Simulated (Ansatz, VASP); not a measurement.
This is a calculation of Ni for VASP 6.6.1.

Contents of INCAR:

```
PREC     = Accurate       # precision mode
ENCUT    = 520            # plane-wave cutoff, eV
EDIFF    = 1E-6           # SCF threshold, eV
ISMEAR   = 0              # smearing method
SIGMA    = 0.02           # smearing width, eV
LREAL    = False          # projectors in reciprocal space
LASPH    = True           # aspherical terms in the spheres
NELM     = 150            # most SCF steps
ALGO     = Fast           # electronic algorithm
ISIF     = 2              # what is computed and relaxed
LWAVE    = False          # write WAVECAR
LCHARG   = True           # write CHGCAR
ISPIN    = 2              # spin polarisation
MAGMOM   = 1              # initial moments
LORBIT   = 11             # projections on sites
LMAXMIX  = 4              # l up to which the mixer works
GGA      = PE             # functional
LELF     = True           # ELF
LVHAR    = True         
NBANDS   = 15             # bands
```

Contents of KPOINTS:

```
regular mesh
0
Gamma
  13 13 13
```

File POSCAR:

```
Ni
1.0
    2.3966655000      0.0000000000      0.0000000000
   -0.7988884998      2.2595979031      0.0000000000
   -0.7988884998     -1.1297989512      1.9568691866
Ni
1
Direct
    0.0000000000      0.0000000000      0.0000000000
```

Potentials or basis: VASP PAW PBE potentials, release 64 (Ni).

Launch:

```console
$ cat potpaw_PBE.64/Ni/POTCAR > POTCAR
$ mpirun -np 1 vasp_std > vasp.out
```

Q: Translate it to Ansatz 0.2.0. Potentials there: all-electron LAPW, scalar-relativistic.

A: As run (the cutoff follows the program's own potentials):

File input.yaml:

```yaml
crystal:
  lattice:
    - [2.3966655, 0.0, 0.0]
    - [-0.7988884998, 2.2595979031, 0.0]
    - [-0.7988884998, -1.1297989512, 1.9568691866]
  atoms:
    - { symbol: Ni, position: [0.0, 0.0, 0.0], spin: 1.0 }
kpoints:
  mp_grid: { grid: [13, 13, 13] }
scf:
  occupations: { method: gaussian, width: 0.02 }
hamiltonian:
  xc: pbe
  pseudopotentials: { kind: all_electron, lapw: { basis_error: 0.001 } }
magnetization:
  spin_polarized: true
output:
  forces: true
  stress: true
  eigenvalues: true
```

Potentials or basis: all-electron LAPW, scalar-relativistic.

The run is started by

```bash
$ ansatz run input.yaml --threads 2 --pin off --max-ram 6144MiB --backend cpu --events-out ev --progress --plain --runs-dir out
```

Both were run:

|  | VASP | Ansatz | Ansatz less VASP |
| --- | --- | --- | --- |
| gap on the k mesh at the Fermi level (eV) | none | none | - |
| pressure (GPa) | 7.6 | 7.7 | +0.08 |
| net moment per atom (μB) | 0.59 | 0.59 | +0.001 |
| size of the moment on the site where the two differ most (μB) | 0.60 | 0.62 | +0.020 |

Site moments also hang on the region over which each program counts them. A gap of «none» marks a metal or a gap that the smearing closes. Ansatz ran all-electron here, and VASP with PAW potentials.
